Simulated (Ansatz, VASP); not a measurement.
# Ge2F3 in VASP and in Ansatz

Contents of INCAR:

```
PREC = Accurate
ENCUT = 600
EDIFF = 1E-6
ISMEAR = 0
SIGMA = 0.1
LREAL = F
LASPH = T
NELM = 60
ALGO = Normal
ISIF = 3
LWAVE = F
LCHARG = F
GGA = PE
IBRION = 2
NSW = 90
EDIFFG = -0.04
```

File KPOINTS:

```
Automatic mesh
0
Gamma
  6 6 6
```

The input POSCAR:

```
Ge2F3
1.0
    1.6200148505      0.9353160100      7.5095905936
   -1.6200148505      0.9353160100      7.5095905936
    0.0000000000     -1.8706320200      7.5095905936
Ge F
2 3
Direct
    0.4000000000      0.4000000000      0.4000000000
    0.6000000000      0.6000000000      0.6000000000
    0.0000000000      0.0000000000      0.0000000000
    0.2095000000      0.2095000000      0.2095000000
    0.7905000000      0.7905000000      0.7905000000
```

Input for Ansatz:

```yaml
crystal:
  lattice:
    - [1.6200148505, 0.93531601, 7.5095905936]
    - [-1.6200148505, 0.93531601, 7.5095905936]
    - [0.0, -1.87063202, 7.5095905936]
  atoms:
    - { symbol: Ge, position: [0.4, 0.4, 0.4] }
    - { symbol: Ge, position: [0.6, 0.6, 0.6] }
    - { symbol: F, position: [0.0, 0.0, 0.0] }
    - { symbol: F, position: [0.2095, 0.2095, 0.2095] }
    - { symbol: F, position: [0.7905, 0.7905, 0.7905] }
basis:
  ecutwfc: 420
kpoints:
  mp_grid: { grid: [6, 6, 6] }
hamiltonian:
  xc: pbe
scf:
  occupations: { method: gaussian, width: 0.1 }
  lower_state_search: "off"
output:
  forces: true
  stress: true
  eigenvalues: true
relax:
  adjacent_minimum: "off"
  f_tol: 0.04
  max_steps: 70
  cell: { stress_tol: 0.4 }
```

Alike in both runs: task relaxation of cell and atoms; functional PBE; k mesh 6 × 6 × 6; occupations gaussian, width 0.1 eV; no spin polarisation.

|  | VASP | Ansatz |
| --- | --- | --- |
| version | VASP 6.6.1 | Ansatz 0.2.0 |
| potentials or method | VASP PAW PBE potentials, release 64 (Ge_d, F), cutoff 600 eV | scalar-relativistic, plane waves, PAW |
| valence electrons in the cell | 49 | 49 |

```csv
,VASP,Ansatz,Ansatz less VASP
"gap on the k mesh at the Fermi level, each at its own relaxed structure (eV)",none,none,-
relaxed volume (Å³/atom),16.10,16.18,+0.081
relaxed length of the cell vector where the two differ most in proportion (Å),9.010,9.400,+0.3904
```

A gap of «none» marks a metal or a gap that the smearing closes.

The k mesh is coarse, so the values compare programs but aren't converged. Noted on VASP's run: the volume moved by over 15 % at a fixed basis, so the end points are rough.
